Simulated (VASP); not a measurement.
# Ag (R-3m) in VASP: notebook

Runs on Ag. Level: r2SCAN. Tasks: single point.

All numbers are computed with VASP 6.6.1; they aren't measurements. Logs are shortened: lines on timing, memory, paths and dates and some standing lists are left out, and cuts for length are marked.

**1. The cell of the first run**

The structure is trigonal, space group R-3m (No. 166). The conventional cell has a = 2.876 Å, b = 2.876 Å, c = 21.450 Å, α = 90.00°, β = 90.00°, γ = 120.00°. Ag (site symmetry -3m) has 12 Ag at 2.88 to 2.90 Å within 3.8 Å. Within 3.8 Å of Ag (site symmetry 3m) lie 12 Ag at 2.88 to 2.91 Å.

**2. Single point, r2SCAN (biaxial strain in the a-b plane: -1.0 %)**

Contents of POSCAR:

```
Ag
1.0
    2.8756591736      0.0000000000      0.0000000000
   -1.4378295868      2.4903938970      0.0000000000
    0.0000000000      0.0000000000     21.4497246782
Ag
9
Direct
    0.0000000000      0.0000000000      0.0000000000
    0.0000000000      0.0000000000      0.7777116989
    0.3333333333      0.6666666667      0.8889549678
    0.6666666667      0.3333333333      0.3333333333
    0.6666666667      0.3333333333      0.1110450322
    0.0000000000      0.0000000000      0.2222883011
    0.3333333333      0.6666666667      0.6666666667
    0.3333333333      0.6666666667      0.4443783655
    0.6666666667      0.3333333333      0.5556216345
```

Contents of INCAR.step1:

```
PREC     = Accurate       # precision mode
ENCUT    = 520            # plane-wave cutoff, eV
ISMEAR   = 0              # smearing method
SIGMA    = 0.1            # smearing width, eV
LREAL    = F              # projectors in reciprocal space
LASPH    = T              # aspherical terms in the spheres
NELM     = 60             # most SCF steps
NBANDS   = 60             # bands
GGA      = PE             # functional
ALGO     = Normal         # electronic algorithm
EDIFF    = 1E-4           # SCF threshold, eV
LWAVE    = T              # write WAVECAR
LCHARG   = F              # write CHGCAR
```

Contents of INCAR.step2:

```
PREC     = Accurate       # precision mode
ENCUT    = 520            # plane-wave cutoff, eV
EDIFF    = 1E-6           # SCF threshold, eV
ISMEAR   = 0              # smearing method
SIGMA    = 0.1            # smearing width, eV
LREAL    = F              # projectors in reciprocal space
LASPH    = T              # aspherical terms in the spheres
NELM     = 60             # most SCF steps
ALGO     = Normal         # electronic algorithm
ISIF     = 2              # what is computed and relaxed
LWAVE    = F              # write WAVECAR
LCHARG   = F              # write CHGCAR
METAGGA  = R2SCAN         # meta-GGA
LMIXTAU  = T            
NBANDS   = 60             # bands
ISTART   = 1
```

Contents of KPOINTS:

```
Automatic mesh
0
Gamma
  12 12 2
```

Potentials or basis: VASP PAW PBE potentials, release 64 (Ag).

Started as:

```sh
cat potpaw_PBE.64/Ag/POTCAR > POTCAR
cp INCAR.step1 INCAR
mpirun -np 1 vasp_std > vasp.out
cp INCAR.step2 INCAR
mpirun -np 1 vasp_std > vasp.out
```

OUTCAR:

```text
PREC = Accurate
   ENCUT = 520
   EDIFF = 1E-6
   ISMEAR = 0
   LREAL = F
   LASPH = T
   NELM = 60
   ISIF = 2
   METAGGA = R2SCAN
   ISTART = 1

 ion  position               nearest neighbor table
   1  0.000  0.000  0.000-   3 2.90   5 2.90   5 2.90   3 2.90   5 2.90   3 2.90
   2  0.000  0.000  0.778-   7 2.90   7 2.90   7 2.90   3 2.91   3 2.91   3 2.91
   3  0.333  0.667  0.889-   1 2.90   1 2.90   1 2.90   2 2.91   2 2.91   2 2.91
   4  0.667  0.333  0.333-   6 2.90   8 2.90   8 2.90   6 2.90   6 2.90   8 2.90
   5  0.667  0.333  0.111-   1 2.90   1 2.90   1 2.90   6 2.91   6 2.91   6 2.91
   6  0.000  0.000  0.222-   4 2.90   4 2.90   4 2.90   5 2.91   5 2.91   5 2.91
   7  0.333  0.667  0.667-   2 2.90   9 2.90   9 2.90   2 2.90   2 2.90   9 2.90
   8  0.333  0.667  0.444-   4 2.90   4 2.90   4 2.90   9 2.91   9 2.91   9 2.91
   9  0.667  0.333  0.556-   7 2.90   7 2.90   7 2.90   8 2.91   8 2.91   8 2.91

  LATTYP: Found a hexagonal cell.
 ALAT       =     2.8756591736
 C/A-ratio  =     7.4590636036

  Lattice vectors:

 A1 = (   2.8756591736,   0.0000000000,   0.0000000000)
 A2 = (  -1.4378295868,   2.4903938970,   0.0000000000)
 A3 = (   0.0000000000,   0.0000000000,  21.4497246782)

Analysis of symmetry for initial positions (statically):
=====================================================================
 Subroutine PRICEL returns following result:

  LATTYP: Found a trigonal (rhomboedric) cell.
 ALAT       =     7.3401402933
 COS(alpha) =     0.9232574712

  Lattice vectors:

 A1 = (   1.4378295867,  -0.8301312989,  -7.1499082254)
 A2 = (  -1.4378295865,  -0.8301312992,  -7.1499082275)
 A3 = (  -0.0000000001,   1.6602625981,  -7.1499082254)

   3 primitive cells build up your supercell.

 Routine SETGRP: Setting up the symmetry group for a
 hexagonal supercell.

 Subroutine GETGRP returns: Found 12 space group operations
 (whereof 12 operations were pure point group operations)
 out of a pool of 24 trial point group operations.

The static configuration has the point symmetry D_3d.

Analysis of symmetry for dynamics (positions and initial velocities):
=====================================================================
 Subroutine PRICEL returns following result:

  LATTYP: Found a trigonal (rhomboedric) cell.
 ALAT       =     7.3401402933
 COS(alpha) =     0.9232574712

  Lattice vectors:

 A1 = (   1.4378295867,  -0.8301312989,  -7.1499082254)
 A2 = (  -1.4378295865,  -0.8301312992,  -7.1499082275)
 A3 = (  -0.0000000001,   1.6602625981,  -7.1499082254)

   3 primitive cells build up your supercell.

 Routine SETGRP: Setting up the symmetry group for a
 hexagonal supercell.

 Subroutine GETGRP returns: Found 12 space group operations
 (whereof 12 operations were pure point group operations)
 out of a pool of 24 trial point group operations.

The dynamic configuration has the point symmetry D_3d.

 Subroutine INISYM returns: Found 12 space group operations
 (whereof 12 operations are pure point group operations),
 and found     3 'primitive' translations

----------------------------------------------------------------------------------------

                                     Primitive cell

  volume of cell :      51.2042

  direct lattice vectors                    reciprocal lattice vectors
     1.437829587 -0.830131299 -7.149908225     0.347746357 -0.200771452 -0.046620645
    -1.437829587 -0.830131299 -7.149908227    -0.347746356 -0.200771453 -0.046620645
    -0.000000000  1.660262598 -7.149908225     0.000000000  0.401542905 -0.046620645

  length of vectors
     7.340140293  7.340140295  7.340140293     0.404240262  0.404240262  0.404240262

  position of ions in fractional coordinates (direct lattice)
     0.000000000  0.000000000  0.000000000
     0.222288301  0.222288301  0.222288301
     0.777711699  0.777711699  0.777711699

  ion indices of the primitive-cell ions
   primitive index   ion index
                 1           1
                 2           2
                 3           6

----------------------------------------------------------------------------------------

 KPOINTS: Automatic mesh

Automatic generation of k-mesh.
 Grid dimensions read from file:
 generate k-points for:   12   12    2

 Generating k-lattice:

  Cartesian coordinates                     Fractional coordinates (reciprocal lattice)
     0.028978863  0.016730954  0.000000000     0.083333333  0.000000000  0.000000000
     0.000000000  0.033461909  0.000000000     0.000000000  0.083333333  0.000000000
     0.000000000  0.000000000  0.023310323     0.000000000  0.000000000  0.500000000

  Length of vectors
     0.033461909  0.033461909  0.023310323

  Shift w.r.t. Gamma in fractional coordinates (k-lattice)
     0.000000000  0.000000000  0.000000000

 Subroutine IBZKPT returns following result:
 ===========================================

 Found     38 irreducible k-points:

 Following reciprocal coordinates:
            Coordinates               Weight
  0.000000  0.000000  0.000000      1.000000
  0.083333  0.000000  0.000000      6.000000
  0.166667  0.000000  0.000000      6.000000
  0.250000  0.000000  0.000000      6.000000
  0.333333 -0.000000  0.000000      6.000000
  0.416667  0.000000  0.000000      6.000000
[... 16 lines left out ...]
  0.250000  0.000000  0.500000      6.000000
  0.333333 -0.000000  0.500000      6.000000
 [... further k-points ...]
   k-points           NKPTS =     38   k-points in BZ     NKDIM =     38   number of bands    NBANDS=     60
   number of dos      NEDOS =    301   number of ions     NIONS =      9
   total plane-waves  NPLWV =  92160
   dimension x,y,z NGX =    24 NGY =   24 NGZ =  160
   dimension x,y,z NGXF=    48 NGYF=   48 NGZF=  320
   ions per type =               9
   NGX,Y,Z   is equivalent  to a cutoff of  13.87, 13.87, 12.40 a.u.
   NGXF,Y,Z  is equivalent  to a cutoff of  27.75, 27.75, 24.80 a.u.
 SYSTEM =  unknown system
   PREC   = accura    normal or accurate (medium, high low for compatibility)
   ISTART =      1    job   : 0-new  1-cont  2-samecut
   ICHARG =      0    charge: 1-file 2-atom 10-const
   ISPIN  =      1    spin polarized calculation?
   LNONCOLLINEAR =      F non collinear calculations
   LSORBIT =      F    spin-orbit coupling
   LASPH  =      T    aspherical Exc in radial PAW
   ENCUT  =  520.0 eV  38.22 Ry    6.18 a.u.   5.35  5.35 39.88*2*pi/ulx,y,z
   NELM   =     60;   NELMIN=  2; NELMDL=  0     # of ELM steps
   EDIFF  = 0.1E-05   stopping-criterion for ELM
   LREAL  =      F    real-space projection
   EDIFFG = 0.1E-04   stopping-criterion for IOM
   NSW    =      0    number of steps for IOM
   IBRION =     -1    ionic relax: 0-MD 1-quasi-New 2-CG
   NFREE  =      0    steps in history (QN), initial steepest desc. (CG)
   ISIF   =      2    stress and relaxation
   ISYM   =      2    0-nonsym 1-usesym 2-fastsym
   POTIM  = 0.5000    time-step for ionic-motion
   TEBEG  =    0.0;   TEEND  =   0.0 temperature during run
   PSTRESS=    0.0 pullay stress
   NELECT =      99.0000    total number of electrons
   NUPDOWN=      -1.0000    fix difference up-down
   EMIN   =  10.00;   EMAX   =-10.00  energy-range for DOS
   EFERMI =   0.00;   METHOD = LEGACY
   ISMEAR =     0;   SIGMA  =   0.10  broadening in eV -4-tet -1-fermi 0-gaus
   EFERMI_NEDOS =   21; number of points for ismear=-14 and -15
   IALGO  =     38    algorithm
   IMIX   =      4    mixing-type and parameters
     AMIX     =   0.40;   BMIX     =  1.00
     AMIX_MAG =   1.60;   BMIX_MAG =  1.00
  volume/ion in A,a.u.               =      17.07       115.18
  Fermi-wavevector in a.u.,A,eV,Ry     =   1.414091  2.672245 27.206954  1.999655
  Thomas-Fermi vector in A             =   2.535669
   LORBIT       =      0    0 simple, 1 ext, 2 COOP (PROOUT), +10 PAW based schemes
   METAGGA = R2SCAN    functional components
   LHFCALC =     F    Hartree Fock is set to
   AEXX    =    0.0000 exact exchange contribution
   IVDW    =     0    specifies the selected vdW correction
   LEPSILON=     F    determine dielectric tensor
   LRPA    =     F    only Hartree local field effects (RPA)
 non-spin polarized calculation
 Gauss-broadening in eV      SIGMA  =   0.10
  energy-cutoff  :      520.00
  volume of cell :      153.61
 maximum number of plane-waves:      4184
 NGX is ok and might be reduce to    24
   NGX = 11   NGY = 11   NGZ = 79

 number of electron      98.9999981 magnetization

 Free energy of the ion-electron system (eV)
  ---------------------------------------------------
  ext. energy  EPLUGINS =         0.00000000
  ---------------------------------------------------
  free energy    TOTEN  =      -192.12047265 eV

  energy without entropy =     -192.10422251  energy(sigma->0) =     -192.11234758

 E-fermi :   8.3971     XC(G=0): -12.9570

 val. band max:        8.3833425264   @ k =   0.1667   0.0833   0.5000
 cond. band min:       8.4229445083   @ k =   0.1667   0.0833   0.5000
 fundamental gap:      0.0396019819
 Fermi energy:         8.3970545032

 k-point     1 :       0.0000    0.0000    0.0000
  band No.  band energies     occupation
      1       0.4686      2.00000
      2       0.8450      2.00000
      3       0.8450      2.00000
      4       1.6473      2.00000
      5       1.6473      2.00000
      6       1.7056      2.00000
[... 52 lines left out ...]
     59      20.7240      0.00000
     60      20.7240      0.00000

 k-point     2 :       0.0833    0.0000    0.0000
  band No.  band energies     occupation
      1       0.6693      2.00000
      2       1.0366      2.00000
      3       1.0376      2.00000
      4       1.8173      2.00000
      5       1.8245      2.00000
      6       1.8281      2.00000
[... 1375 lines left out ...]
     59      18.3486      0.00000
     60      18.9794      0.00000

 k-point    24 :       0.3333   -0.0000    0.5000
  band No.  band energies     occupation
      1       1.8992      2.00000
      2       1.9306      2.00000
      3       1.9456      2.00000
      4       1.9778      2.00000
      5       2.0133      2.00000
      6       2.0916      2.00000
[... 52 lines left out ...]
     59      16.1164      0.00000
     60      16.4281      0.00000

 [... further k-points ...]

------------------------ aborting loop because EDIFF is reached ----------------------------------------

  FORCE on cell =-STRESS in cart. coord.  units (eV):
  Direction    XX          YY          ZZ          XY          YZ          ZX
  --------------------------------------------------------------------------------------
  -------------------------------------------------------------------------------------
  Total        2.4854927      2.4854927      0.5283653      0.0000000     -0.0000000      0.0000000
  in kB       25.9236354     25.9236354      5.5108387      0.0000000     -0.0000000      0.0000000
  external PRESSURE =      19.1193698 kB  Pullay stress =       0.0000000 kB

 VOLUME and BASIS-vectors are now :
 -----------------------------------------------------------------------------
  energy-cutoff  :      520.00
  volume of cell :      153.61
      direct lattice vectors                 reciprocal lattice vectors
     2.875659174  0.000000000  0.000000000     0.347746356  0.200771453  0.000000000
    -1.437829587  2.490393897  0.000000000     0.000000000  0.401542905  0.000000000
     0.000000000  0.000000000 21.449724678     0.000000000  0.000000000  0.046620645

 POSITION                                       TOTAL-FORCE (eV/Angst)
 -----------------------------------------------------------------------------------
      0.00000      0.00000      0.00000         0.000000     -0.000000      0.000000
      0.00000      0.00000     16.68170        -0.000000      0.000000      0.000376
     -0.00000      1.66026     19.06784         0.000000     -0.000000     -0.000376
      1.43783      0.83013      7.14991         0.000000     -0.000000      0.000000
      1.43783      0.83013      2.38189        -0.000000      0.000000      0.000376
      0.00000      0.00000      4.76802         0.000000     -0.000000     -0.000376
     -0.00000      1.66026     14.29982         0.000000     -0.000000      0.000000
     -0.00000      1.66026      9.53179        -0.000000      0.000000      0.000376
      1.43783      0.83013     11.91793         0.000000     -0.000000     -0.000376
 -----------------------------------------------------------------------------------
    total drift:                                0.000000      0.000000     -0.000000

  FREE ENERGIE OF THE ION-ELECTRON SYSTEM (eV)
  ---------------------------------------------------
  free  energy   TOTEN  =      -192.1204726462 eV

  energy  without entropy=     -192.1042225141  energy(sigma->0) =     -192.11234758
```

Run time: 13 min. Hardware: 1 thread of Intel Xeon 6975P-C (Granite Rapids), shared host; peak memory 0.45 GiB.

Results:

```yaml
Free_energy: -192.1205 eV
Pressure: 1.9 GPa
Band_gap_on_the_k_mesh: zero (an odd number of electrons rules out a gap without spin polarisation)
```

Stress tensor (GPa, compression positive):
```
2.59 0.00 0.00
0.00 2.59 0.00
0.00 0.00 0.55
```

Caveat: the cell differs from its parent crystal (biaxial strain in the a-b plane: -1.0 %); the PAW data sets were made with another functional, which shifts forces and pressure a little.

**3. Single point, r2SCAN**

This run uses another cell than the first one, of 17.31 Å³/atom.

POSCAR, as its differences from that of step 2:

```diff
@@ -2,5 +2,5 @@
 1.0
-    2.8756591736      0.0000000000      0.0000000000
-   -1.4378295868      2.4903938970      0.0000000000
-    0.0000000000      0.0000000000     21.4497246782
+    2.9047062360      0.0000000000      0.0000000000
+   -1.4523531180      2.5155493909      0.0000000000
+    0.0000000000      0.0000000000     21.3217939147
 Ag
```

Contents of INCAR.step1:

```
SYSTEM = Ag
ALGO = Normal ; EDIFF = 1E-4
ENCUT = 520 ; GGA = PE
ISMEAR = 0 ; LASPH = .True.
LCHARG = .False. ; LREAL = .False.
LWAVE = .True. ; NBANDS = 60
NELM = 60 ; PREC = Accurate
SIGMA = 0.1
```

Contents of INCAR.step2:

```
SYSTEM = Ag
ALGO = Normal ; EDIFF = 1E-7
ENCUT = 520 ; ISIF = 2
ISMEAR = 0 ; ISTART = 1
LASPH = .True. ; LCHARG = .False.
LMIXTAU = .True. ; LREAL = .False.
LWAVE = .False. ; METAGGA = R2SCAN
NBANDS = 60 ; NELM = 60
PREC = Accurate ; SIGMA = 0.1
```

Contents of KPOINTS:

```
k-points
0
Gamma
  12 12 2
  0 0 0
```

Potentials or basis: VASP PAW PBE potentials, release 64 (Ag).

Started as:

```sh
cat potpaw_PBE.64/Ag/POTCAR > POTCAR
cp INCAR.step1 INCAR
mpirun -np 1 vasp_std > vasp.out
cp INCAR.step2 INCAR
mpirun -np 1 vasp_std > vasp.out
```

Wall time 17 min (1 thread of AMD EPYC 9R45 (Zen 5), shared host); peak memory 0.44 GiB.

The run converged. Its results:

```
Free energy            : -192.1495 eV
Pressure               : 0.3 GPa
Band gap on the k mesh : zero (an odd number of electrons rules out a gap without spin polarisation)
```

Forces in eV/Å, atoms in the order of the input:
```
Ag   0.000  0.000  0.000
Ag   0.000  0.000 -0.002
Ag   0.000  0.000  0.002
Ag   0.000  0.000  0.000
Ag   0.000  0.000 -0.002
Ag   0.000  0.000  0.002
Ag   0.000  0.000  0.000
Ag   0.000  0.000 -0.002
Ag   0.000  0.000  0.002
```

Stress tensor (GPa, compression positive):
```
 0.48  0.00  0.00
 0.00  0.48  0.00
 0.00  0.00 -0.07
```

Levels at points of the mesh, in eV from the Fermi level:
```
           k point  band 47  band 48  band 49  band 50  band 51  band 52  band 53  band 54
(0.00, 0.00, 0.00)    -3.35    -3.35    -3.35    -3.35    -3.35    -3.34    -0.91    -0.91
(0.50, 0.00, 0.00)     0.06     0.35     0.59     1.10     1.10     1.50     1.50     1.61
(0.00, 0.00, 0.50)    -3.42    -3.42    -3.42    -3.33    -3.33    -2.14    -2.14    -0.26
(0.50, 0.00, 0.50)     0.21     0.21     0.80     0.80     1.33     1.35     1.58     1.58
```

Caveat: the PAW data sets were made with another functional, which shifts forces and pressure a little.

The gap in the log of VASP goes by the Fermi energy; the results here count the filled bands.